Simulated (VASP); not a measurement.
## TiSi2: single point with PBE

TiSi2:

```
Ti Si
1.0
     6.66325    0.24608   -0.09453
     0.24608    6.44850   -0.00817
    -0.09453   -0.00817    6.74325
Ti Si
6 12
Direct
  0.45673 0.31473 0.83164
  0.46812 0.73865 0.70858
  0.22227 0.45974 0.52567
  0.87970 0.93481 0.33862
  0.11729 0.96943 0.71433
  0.19596 0.65167 0.05643
  0.50767 0.91740 0.07749
  0.65882 0.57364 0.31501
  0.26274 0.85357 0.40820
  0.81686 0.67556 0.64371
  0.05717 0.06345 0.08376
  0.32296 0.26477 0.22317
  0.50382 0.07290 0.50967
  0.79026 0.96072 0.86341
  0.76272 0.58492 0.98164
  0.79052 0.22489 0.60011
  0.04309 0.34766 0.87323
  0.73426 0.27552 0.15657
```

```
Program             : VASP 6.6.1
Task                : single point
Functional          : PBE
Potentials or basis : VASP PAW PBE potentials, release 64 (Ti_sv, Si)
Cutoff              : 520 eV
k mesh              : 1 × 1 × 1, shifted
Occupations         : fermi-dirac, width 0.1689 eV
Spin                : no spin polarisation
```

```
Pressure               : 2.2 GPa
Largest force          : 3.352 eV/Å
Band gap on the k mesh : 0.18 eV
```

Forces on the atoms (eV/Å):
```
Ti   1.076 -1.025  1.131
Ti   0.319 -0.238  1.336
Ti  -1.131  0.790 -0.109
Ti  -1.411 -1.994  0.673
Ti  -0.335  1.135  0.350
Ti  -0.464  0.127  0.604
Si  -0.661  0.452  0.259
Si  -0.611  1.768  2.628
Si  -0.607 -1.331 -2.130
Si   2.432 -0.957 -2.099
Si   1.694  0.086 -0.447
Si   0.270  0.067 -1.278
Si  -1.144  0.916 -0.395
Si  -1.261  0.527  1.005
Si   0.153  0.403 -0.507
Si   1.363  1.518  0.712
Si   0.869  0.049 -0.880
Si  -0.552 -2.293 -0.852
```

Stress tensor (GPa, compression positive):
```
0.02 3.52 0.66
3.52 1.26 3.52
0.66 3.52 5.20
```

Levels at points of the mesh, in eV from the valence-band top:
| k point | band 56 | band 57 | band 58 | band 59 | band 60 | band 61 | band 62 | band 63 | band 64 | band 65 |
| --- | --- | --- | --- | --- | --- | --- | --- | --- | --- | --- |
| (0.25, 0.25, 0.25) | -0.65 | -0.52 | -0.34 | -0.06 | 0.00 | 0.18 | 0.31 | 0.49 | 0.68 | 0.72 |

Run time: 34 s on 1 thread of Intel(R) Xeon(R) 6975P-C (Granite Rapids) (shared host), peak memory 0.32 GiB.

Caveat: the k points lie up to 0.98 Å⁻¹ apart.
